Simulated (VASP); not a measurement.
# AlGa3N4 (Cm) in VASP: notebook

The runs below take AlGa3N4 through single point, with r2SCAN.

All numbers are computed with VASP 6.6.1; they aren't measurements. Logs are shortened: lines on timing, memory, paths and dates and some standing lists are left out, and cuts for length are marked.

**1. The cell of the first run**

The structure is monoclinic, space group Cm (No. 8). The conventional cell has a = 6.315 Å, b = 6.315 Å, c = 8.993 Å, α = 90.00°, β = 96.72°, γ = 90.00°. Within 2.5 Å of Al (site symmetry m) lie 4 N at 1.89 Å. Within 2.5 Å of Al (site symmetry m) lie 4 N at 1.89 Å. Within 1.7 Å of Ga (site symmetry 1) lie 1 N at 1.26 Å. Ga (site symmetry 1) has 4 N at 1.95 Å within 2.6 Å. Ga (site symmetry m) has 4 N at 1.95 Å within 2.6 Å. Within 2.6 Å of Ga (site symmetry m) lie 4 N at 1.95 Å. N (site symmetry m) has 1 Al at 1.89 Å and 3 Ga at 1.95 Å within 2.5 Å. N (site symmetry m) has 1 Al at 1.89 Å and 3 Ga at 1.95 Å within 2.5 Å.

**2. Single point, r2SCAN (the part above a cut slid along it)**

Input file POSCAR:

```
AlGa3N4
1.0
    0.0000000000     -4.4653444451      0.0000000000
    0.0000000000      0.0000000000     -4.4653444451
    8.9306888901     -0.7443729190      0.7443729190
Al Ga N
2 6 8
Direct
   -0.1356687950      0.1356687950      0.8138500000
   -0.0523187950      0.0523187950      0.3138500000
    0.4893562050      0.0106437950      0.0638500000
    0.4060062050      0.0939937950      0.5638500000
   -0.0106437950      0.5106437950      0.0638500000
   -0.0939937950      0.5939937950      0.5638500000
    0.3643312050      0.6356687950      0.8138500000
    0.4476812050      0.5523187950      0.3138500000
    0.2127216395      0.7872783605      0.1915255275
    0.1293716395      0.8706283605      0.6915255275
    0.7234237497      0.2765762503      0.1915255275
    0.6400737497      0.3599262503      0.6915255275
    0.0885886603      0.4007092295      0.9361744725
    0.1719386603      0.3173592295      0.4361744725
    0.5992907705      0.9114113397      0.9361744725
    0.6826407705      0.8280613397      0.4361744725
```

Input file INCAR.step1:

```
SYSTEM = AlGa3N4
ALGO = Normal ; EDIFF = 1E-4
ENCUT = 520 ; GGA = PE
ISMEAR = 0 ; LASPH = .True.
LCHARG = .False. ; LREAL = Auto
LWAVE = .True. ; NBANDS = 76
NELM = 80 ; PREC = Accurate
SIGMA = 0.05
```

Input file INCAR.step2:

```
SYSTEM = AlGa3N4
ALGO = Normal ; EDIFF = 1E-6
ENCUT = 520 ; ISIF = 2
ISMEAR = 0 ; ISTART = 1
LASPH = .True. ; LCHARG = .False.
LMIXTAU = .True. ; LREAL = Auto
LWAVE = .False. ; METAGGA = R2SCAN
NBANDS = 76 ; NELM = 80
PREC = Accurate ; SIGMA = 0.05
```

Input file KPOINTS:

```
k-points
0
Gamma
  5 5 3
  0 0 0
```

Potentials or basis: VASP PAW PBE potentials, release 64 (Al, Ga_d, N).

The run is started by

```bash
$ cat potpaw_PBE.64/Al/POTCAR potpaw_PBE.64/Ga_d/POTCAR potpaw_PBE.64/N/POTCAR > POTCAR
$ cp INCAR.step1 INCAR
$ mpirun -np 1 vasp_std > vasp.out
$ cp INCAR.step2 INCAR
$ mpirun -np 1 vasp_std > vasp.out
```

OUTCAR:

```text
SYSTEM = AlGa3N4
   EDIFF = 1E-6
   ENCUT = 520
   ISIF = 2
   ISMEAR = 0
   ISTART = 1
   LASPH = .True.
   LREAL = Auto
   METAGGA = R2SCAN
   NELM = 80
   PREC = Accurate

 ion  position               nearest neighbor table
   1  0.864  0.136  0.814-  12 1.89  13 1.89  15 1.89  10 1.89   3 2.78   5 2.78
   2  0.948  0.052  0.314-  11 1.89  14 1.89  16 1.89   9 1.89
   3  0.489  0.011  0.064-  15 1.26   9 1.95  11 1.95   7 2.78   1 2.78
   4  0.406  0.094  0.564-  16 1.95  10 1.95  12 1.95  14 1.95
   5  0.989  0.511  0.064-  13 1.26   9 1.95  11 1.95   7 2.78   1 2.78
   6  0.906  0.594  0.564-  14 1.95  10 1.95  12 1.95  16 1.95
   7  0.364  0.636  0.814-  10 1.95  13 1.95  15 1.95  12 1.95   3 2.78   5 2.78
   8  0.448  0.552  0.314-   9 1.95  14 1.95  16 1.95  11 1.95
   9  0.213  0.787  0.192-   2 1.89   3 1.95   5 1.95   8 1.95
  10  0.129  0.871  0.692-   1 1.89   4 1.95   6 1.95   7 1.95
  11  0.723  0.277  0.192-   2 1.89   3 1.95   5 1.95   8 1.95
  12  0.640  0.360  0.692-   1 1.89   4 1.95   6 1.95   7 1.95
  13  0.089  0.401  0.936-   5 1.26   1 1.89   7 1.95
  14  0.172  0.317  0.436-   2 1.89   6 1.95   4 1.95   8 1.95
  15  0.599  0.911  0.936-   3 1.26   1 1.89   7 1.95
  16  0.683  0.828  0.436-   2 1.89   4 1.95   6 1.95   8 1.95

  LATTYP: Found a base centered monoclinic cell.
 ALAT       =     6.3149506749
 B/A-ratio  =     1.0000000000
 C/A-ratio  =     1.4240045260
 COS(beta)  =    -0.1170642347

  Lattice vectors:

 A1 = (   0.0000000000,   0.0000000000,  -4.4653444451)
 A2 = (   0.0000000000,   4.4653444451,   0.0000000000)
 A3 = (   8.9306888901,  -0.7443729190,   0.7443729190)

Analysis of symmetry for initial positions (statically):
=====================================================================
 Subroutine PRICEL returns:
 Original cell was already a primitive cell.

 Routine SETGRP: Setting up the symmetry group for a
 base centered monoclinic supercell.

 Subroutine GETGRP returns: Found  2 space group operations
 (whereof  2 operations were pure point group operations)
 out of a pool of  4 trial point group operations.

The static configuration has the point symmetry C_1h.

Analysis of symmetry for dynamics (positions and initial velocities):
=====================================================================
 Subroutine PRICEL returns:
 Original cell was already a primitive cell.

 Routine SETGRP: Setting up the symmetry group for a
 base centered monoclinic supercell.

 Subroutine GETGRP returns: Found  2 space group operations
 (whereof  2 operations were pure point group operations)
 out of a pool of  4 trial point group operations.

The dynamic configuration has the point symmetry C_1h.

 Subroutine INISYM returns: Found  2 space group operations
 (whereof  2 operations are pure point group operations),
 and found     1 'primitive' translations

----------------------------------------------------------------------------------------

                                     Primitive cell

  volume of cell :     178.0717

  direct lattice vectors                    reciprocal lattice vectors
     0.000000000 -4.465344445  0.000000000    -0.018665973 -0.223946890  0.000000000
     0.000000000  0.000000000 -4.465344445     0.018665973  0.000000000 -0.223946890
     8.930688890 -0.744372919  0.744372919     0.111973445  0.000000000  0.000000000

  length of vectors
     4.465344445  4.465344445  8.992518342     0.224723448  0.224723448  0.111973445

  position of ions in fractional coordinates (direct lattice)
     0.864331205  0.135668795  0.813850000
     0.947681205  0.052318795  0.313850000
     0.489356205  0.010643795  0.063850000
     0.406006205  0.093993795  0.563850000
     0.989356205  0.510643795  0.063850000
     0.906006205  0.593993795  0.563850000
[... 8 lines left out ...]
     0.599290770  0.911411340  0.936174472
     0.682640771  0.828061340  0.436174472

  ion indices of the primitive-cell ions
   primitive index   ion index
                 1           1
                 2           2
                 3           3
                 4           4
                 5           5
                 6           6
[... 8 lines left out ...]
                15          15
                16          16

----------------------------------------------------------------------------------------

 KPOINTS: k-points

Automatic generation of k-mesh.
 Grid dimensions read from file:
 generate k-points for:    5    5    3

 Generating k-lattice:

  Cartesian coordinates                     Fractional coordinates (reciprocal lattice)
    -0.003733195 -0.044789378  0.000000000     0.200000000  0.000000000 -0.000000000
     0.003733195  0.000000000 -0.044789378     0.000000000  0.200000000  0.000000000
     0.037324482  0.000000000  0.000000000     0.000000000  0.000000000  0.333333333

  Length of vectors
     0.044944690  0.044944690  0.037324482

  Shift w.r.t. Gamma in fractional coordinates (k-lattice)
     0.000000000  0.000000000  0.000000000

 Subroutine IBZKPT returns following result:
 ===========================================

 Found     24 irreducible k-points:

 Following reciprocal coordinates:
            Coordinates               Weight
  0.000000  0.000000  0.000000      1.000000
  0.200000  0.000000 -0.000000      4.000000
  0.400000  0.000000  0.000000      4.000000
  0.200000  0.200000  0.000000      2.000000
  0.400000  0.200000  0.000000      4.000000
 -0.400000  0.200000  0.000000      4.000000
[... 16 lines left out ...]
  0.400000 -0.400000  0.333333      2.000000
  0.200000 -0.200000  0.333333      2.000000
   k-points           NKPTS =     24   k-points in BZ     NKDIM =     24   number of bands    NBANDS=     76
   number of dos      NEDOS =    301   number of ions     NIONS =     16
   total plane-waves  NPLWV =  90720
   dimension x,y,z NGX =    36 NGY =   36 NGZ =   70
   dimension x,y,z NGXF=    72 NGYF=   72 NGZF=  140
   ions per type =               2   6   8
   NGX,Y,Z   is equivalent  to a cutoff of  13.40, 13.40, 12.94 a.u.
   NGXF,Y,Z  is equivalent  to a cutoff of  26.81, 26.81, 25.88 a.u.
 SYSTEM =  AlGa3N4
   PREC   = accura    normal or accurate (medium, high low for compatibility)
   ISTART =      1    job   : 0-new  1-cont  2-samecut
   ICHARG =      0    charge: 1-file 2-atom 10-const
   ISPIN  =      1    spin polarized calculation?
   LNONCOLLINEAR =      F non collinear calculations
   LSORBIT =      F    spin-orbit coupling
   LASPH  =      T    aspherical Exc in radial PAW
   ENCUT  =  520.0 eV  38.22 Ry    6.18 a.u.   8.30  8.30 16.72*2*pi/ulx,y,z
   NELM   =     80;   NELMIN=  2; NELMDL=  0     # of ELM steps
   EDIFF  = 0.1E-05   stopping-criterion for ELM
   LREAL  =      T    real-space projection
   EDIFFG = 0.1E-04   stopping-criterion for IOM
   NSW    =      0    number of steps for IOM
   IBRION =     -1    ionic relax: 0-MD 1-quasi-New 2-CG
   NFREE  =      0    steps in history (QN), initial steepest desc. (CG)
   ISIF   =      2    stress and relaxation
   ISYM   =      2    0-nonsym 1-usesym 2-fastsym
   POTIM  = 0.5000    time-step for ionic-motion
   TEBEG  =    0.0;   TEEND  =   0.0 temperature during run
   PSTRESS=    0.0 pullay stress
   NELECT =     124.0000    total number of electrons
   NUPDOWN=      -1.0000    fix difference up-down
   EMIN   =  10.00;   EMAX   =-10.00  energy-range for DOS
   EFERMI =   0.00;   METHOD = LEGACY
   ISMEAR =     0;   SIGMA  =   0.05  broadening in eV -4-tet -1-fermi 0-gaus
   EFERMI_NEDOS =   21; number of points for ismear=-14 and -15
   IALGO  =     38    algorithm
   IMIX   =      4    mixing-type and parameters
     AMIX     =   0.40;   BMIX     =  1.00
     AMIX_MAG =   1.60;   BMIX_MAG =  1.00
  volume/ion in A,a.u.               =      11.13        75.11
  Fermi-wavevector in a.u.,A,eV,Ry     =   1.451055  2.742096 28.647877  2.105560
  Thomas-Fermi vector in A             =   2.568596
   LORBIT       =      0    0 simple, 1 ext, 2 COOP (PROOUT), +10 PAW based schemes
   METAGGA = R2SCAN    functional components
   LHFCALC =     F    Hartree Fock is set to
   AEXX    =    0.0000 exact exchange contribution
   IVDW    =     0    specifies the selected vdW correction
   LEPSILON=     F    determine dielectric tensor
   LRPA    =     F    only Hartree local field effects (RPA)
 non-spin polarized calculation
 Gauss-broadening in eV      SIGMA  =   0.05
  energy-cutoff  :      520.00
  volume of cell :      178.07
 maximum number of plane-waves:      4829
 NGX is ok and might be reduce to    36
   NGX = 17   NGY = 17   NGZ = 33

 number of electron     124.0000035 magnetization

 Free energy of the ion-electron system (eV)
  ---------------------------------------------------
  ext. energy  EPLUGINS =         0.00000000
  ---------------------------------------------------
  free energy    TOTEN  =      -147.26911659 eV

  energy without entropy =     -147.26911659  energy(sigma->0) =     -147.26911659

 E-fermi :   5.5272     XC(G=0): -12.2750

 val. band max:        5.3122887919   @ k =   0.0000   0.0000   0.0000
 cond. band min:       7.8486556622   @ k =   0.0000   0.0000   0.0000
 fundamental gap:      2.5363668702
 Fermi energy:         5.5272371120

 k-point     1 :       0.0000    0.0000    0.0000
  band No.  band energies     occupation
      1     -14.3740      2.00000
      2     -14.1026      2.00000
      3     -11.0921      2.00000
      4     -10.5847      2.00000
      5     -10.5470      2.00000
      6     -10.1434      2.00000
[... 66 lines left out ...]
     73      13.5322      0.00000
     74      13.7415      0.00000

 k-point     2 :       0.2000    0.0000   -0.0000
  band No.  band energies     occupation
      1     -14.3431      2.00000
      2     -14.1236      2.00000
      3     -10.9729      2.00000
      4     -10.5783      2.00000
      5     -10.5033      2.00000
      6     -10.1266      2.00000
[... 66 lines left out ...]
     73      13.7335      0.00000
     74      14.0081      0.00000

 k-point     3 :       0.4000    0.0000    0.0000
  band No.  band energies     occupation
      1     -14.2684      2.00000
      2     -14.1826      2.00000
      3     -10.7251      2.00000
      4     -10.5792      2.00000
      5     -10.3783      2.00000
      6     -10.1242      2.00000
[... 1606 lines left out ...]
     73      13.7831      0.00000
     74      14.0251      0.00000

 k-point    24 :       0.2000   -0.2000    0.3333
  band No.  band energies     occupation
      1     -14.3306      2.00000
      2     -14.1268      2.00000
      3     -10.8473      2.00000
      4     -10.6284      2.00000
      5     -10.4648      2.00000
      6     -10.0996      2.00000
[... 66 lines left out ...]
     73      13.6911      0.00000
     74      14.2960      0.00000
 [bands above 74 left out]

------------------------ aborting loop because EDIFF is reached ----------------------------------------

  FORCE on cell =-STRESS in cart. coord.  units (eV):
  Direction    XX          YY          ZZ          XY          YZ          ZX
  --------------------------------------------------------------------------------------
  -------------------------------------------------------------------------------------
  Total      129.8226382     13.7113058     13.7113058     42.0576803    -13.9821580    -42.0563327
  in kB     1168.0626108    123.3657233    123.3657233    378.4086081   -125.8026813   -378.3964838
  external PRESSURE =     471.5980192 kB  Pullay stress =       0.0000000 kB

 VOLUME and BASIS-vectors are now :
 -----------------------------------------------------------------------------
  energy-cutoff  :      520.00
  volume of cell :      178.07
      direct lattice vectors                 reciprocal lattice vectors
     0.000000000 -4.465344445  0.000000000    -0.018665973 -0.223946890  0.000000000
     0.000000000  0.000000000 -4.465344445     0.018665973  0.000000000 -0.223946890
     8.930688890 -0.744372919  0.744372919     0.111973445  0.000000000  0.000000000

 POSITION                                       TOTAL-FORCE (eV/Angst)
 -----------------------------------------------------------------------------------
      7.26824     -4.46534      0.00000        -0.563075     -0.339775      0.339775
      2.80290     -4.46534      0.00000         0.224250     -0.036607      0.036607
      0.57022     -2.23267      0.00000        53.412875     17.727121    -15.575570
      5.03557     -2.23267      0.00000        -0.012488     -0.010748     -0.002832
      0.57022     -4.46534     -2.23267        53.412875     15.575570    -17.727121
      5.03557     -4.46534     -2.23267        -0.012488      0.002832      0.010748
[... 8 lines left out ...]
      8.36068     -3.37290     -3.37290       -54.044802    -18.160854     15.745415
      3.89534     -3.37290     -3.37290        -0.046430      0.005426     -0.086226
 -----------------------------------------------------------------------------------
    total drift:                                0.010065      0.056239     -0.056237

  FREE ENERGIE OF THE ION-ELECTRON SYSTEM (eV)
  ---------------------------------------------------
  free  energy   TOTEN  =      -147.2691165880 eV

  energy  without entropy=     -147.2691165880  energy(sigma->0) =     -147.26911659
```

It took 30 min on 1 thread of Intel Xeon 6975P-C (Granite Rapids), shared host; peak memory 0.42 GiB.

Results:

```
Free energy            : -147.2691 eV
Pressure               : 47.2 GPa
Largest force          : 59.149 eV/Å
Band gap on the k mesh : 2.54 eV
```

Forces on the atoms (eV/Å):
```
Al   -0.563  -0.340   0.340
Al    0.224  -0.037   0.037
Ga   53.413  17.727 -15.576
Ga   -0.012  -0.011  -0.003
Ga   53.413  15.576 -17.727
Ga   -0.012   0.003   0.011
Ga   -0.829  -0.320   0.320
Ga    0.278  -0.100   0.100
N     0.913   0.807  -0.807
N     0.080   0.002  -0.002
N     1.171   0.571  -0.571
N     0.108  -0.063   0.063
N   -54.045 -15.745  18.161
N    -0.046   0.086  -0.005
N   -54.045 -18.161  15.745
N    -0.046   0.005  -0.086
```

Stress tensor (GPa, compression positive):
```
116.81  37.84 -37.84
 37.84  12.34 -12.58
-37.84 -12.58  12.34
```

Caveat: the cell differs from its parent crystal (the part above a cut slid along it); atoms lie so close that the PAW spheres overlap strongly, which falsifies energies and pressures; the stress differs along the axes, from 12 to 117 GPa; the PAW data sets were made with another functional, which shifts forces and pressure a little.

**3. Single point, r2SCAN (the part above a cut slid along it)**

Input file POSCAR:

```
AlGa3N4
1.0
    0.0000000000     -4.4653444451      0.0000000000
    0.0000000000      0.0000000000     -4.4653444451
    8.9306888901     -1.4882993036      1.4882993036
Al Ga N
2 6 8
Direct
   -0.2712562050      0.2712562050      0.8138500000
   -0.1046062050      0.1046062050      0.3138500000
    0.4787187950      0.0212812050      0.0638500000
    0.3120687950      0.1879312050      0.5638500000
   -0.0212812050      0.5212812050      0.0638500000
   -0.1879312050      0.6879312050      0.5638500000
    0.2287437950      0.7712562050      0.8138500000
    0.3953937950      0.6046062050      0.3138500000
    0.1808134866      0.8191865134      0.1915255275
    0.0141634866      0.9858365134      0.6915255275
    0.6915155968      0.3084844032      0.1915255275
    0.5248655968      0.4751344032      0.6915255275
   -0.0673780068      0.5566758966      0.9361744725
    0.0992719932      0.3900258966      0.4361744725
    0.4433241034      1.0673780068      0.9361744725
    0.6099741034      0.9007280068      0.4361744725
```

Input file INCAR.step1:

```
PREC     = Accurate       # precision mode
ENCUT    = 520            # plane-wave cutoff, eV
ISMEAR   = 0              # smearing method
SIGMA    = 0.05           # smearing width, eV
LREAL    = Auto         
LASPH    = T              # aspherical terms in the spheres
NELM     = 60             # most SCF steps
NBANDS   = 76             # bands
GGA      = PE             # functional
ALGO     = Normal         # electronic algorithm
EDIFF    = 1E-4           # SCF threshold, eV
LWAVE    = T              # write WAVECAR
LCHARG   = F              # write CHGCAR
```

Input file INCAR.step2:

```
PREC     = Accurate       # precision mode
ENCUT    = 520            # plane-wave cutoff, eV
EDIFF    = 1E-6           # SCF threshold, eV
ISMEAR   = 0              # smearing method
SIGMA    = 0.05           # smearing width, eV
LREAL    = Auto         
LASPH    = T              # aspherical terms in the spheres
NELM     = 60             # most SCF steps
ALGO     = Normal         # electronic algorithm
ISIF     = 2              # what is computed and relaxed
LWAVE    = F              # write WAVECAR
LCHARG   = F              # write CHGCAR
METAGGA  = R2SCAN         # meta-GGA
LMIXTAU  = T            
NBANDS   = 76             # bands
ISTART   = 1
```

Input file KPOINTS:

```
Automatic mesh
0
Gamma
  5 5 3
```

Potentials or basis: VASP PAW PBE potentials, release 64 (Al, Ga_d, N).

The run is started by

```bash
$ cat potpaw_PBE.64/Al/POTCAR potpaw_PBE.64/Ga_d/POTCAR potpaw_PBE.64/N/POTCAR > POTCAR
$ cp INCAR.step1 INCAR
$ mpirun -np 1 vasp_std > vasp.out
$ cp INCAR.step2 INCAR
$ mpirun -np 1 vasp_std > vasp.out
```

Run time: 20 min. Hardware: 1 thread of Intel Xeon 6975P-C (Granite Rapids), shared host; peak memory 0.43 GiB.

It converged, with:

```yaml
Free_energy: -147.2684 eV
Pressure: 47.2 GPa
Largest_force: 59.147 eV/Å
Band_gap_on_the_k_mesh: 2.53 eV
```

Forces in eV/Å, atoms in the order of the input:
```
Al   -0.565   0.314  -0.314
Al    0.230   0.077  -0.077
Ga   53.404 -15.620  17.672
Ga   -0.017   0.017  -0.011
Ga   53.404 -17.672  15.620
Ga   -0.017   0.011  -0.017
Ga   -0.818   0.353  -0.353
Ga    0.274   0.062  -0.062
N     0.953  -0.564   0.564
N     0.096   0.055  -0.055
N     1.133  -0.828   0.828
N     0.096  -0.003   0.003
N   -54.044  18.189 -15.709
N    -0.043  -0.010   0.092
N   -54.044  15.709 -18.189
N    -0.043  -0.092   0.010
```

Stress tensor (GPa, compression positive):
```
116.79 -37.87  37.87
-37.87  12.35 -12.56
 37.87 -12.56  12.35
```

Levels at points of the mesh, in eV from the valence-band top:
```
           k point  band 60  band 61  band 62  band 63  band 64  band 65
(0.00, 0.00, 0.00)    -0.48    -0.07     0.00     2.53     3.86     4.13
```

Caveat: the cell differs from its parent crystal (the part above a cut slid along it); atoms lie so close that the PAW spheres overlap strongly, which falsifies energies and pressures; the stress differs along the axes, from 12 to 117 GPa; the PAW data sets were made with another functional, which shifts forces and pressure a little.
